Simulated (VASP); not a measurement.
Crystal: Co2Te.

```xyz
3
Lattice="0.0000 2.9595 2.9595 2.9595 0.0000 2.9595 2.9595 2.9595 0.0000" Properties=species:S:1:pos:R:3 pbc="T T T"
Co    1.4797    1.4797    1.4797
Co    4.4392    4.4392    4.4392
Te    0.0000    0.0000    0.0000
```

```yaml
Program: VASP 6.6.1
Task: relaxation of cell and atoms
Functional: PBE
Potentials_or_basis: VASP PAW PBE potentials, release 64 (Co, Te)
Cutoff: 600 eV
k_mesh: 6 × 6 × 6
Occupations: gaussian, width 0.1 eV
Spin: collinear spin, ferromagnetic start
Starting_moments: "[0.21, 0.21, 0.0] μB"
```

At the start: pressure -10.9 GPa; volume 17.28 Å³/atom.

Question: Where does the relaxation end?

Answer: Over 3 steps the energy falls by 61.0 meV/atom and the volume is 15.66 Å³/atom (-9.4 %); space group Fm-3m (No. 225, to 0.05 Å); moment 0.16 μB per cell.

Step by step:
| step | energy change (eV) | largest force (eV/Å) | pressure (GPa) | volume (Å³) |
| --- | --- | --- | --- | --- |
| 1 | 0.0000 | 0.0000 | -10.92 | 51.84 |
| 2 | -0.0479 | 0.0000 | 14.74 | 43.50 |
| 3 | -0.1830 | 0.0000 | 0.07 | 46.97 |

Final structure:
```
Co Te
1.0
     0.00000    2.86369    2.86369
     2.86369    0.00000    2.86369
     2.86369    2.86369    0.00000
Co Te
2 1
Direct
  0.25000 0.25000 0.25000
  0.75000 0.75000 0.75000
  0.00000 0.00000 0.00000
```
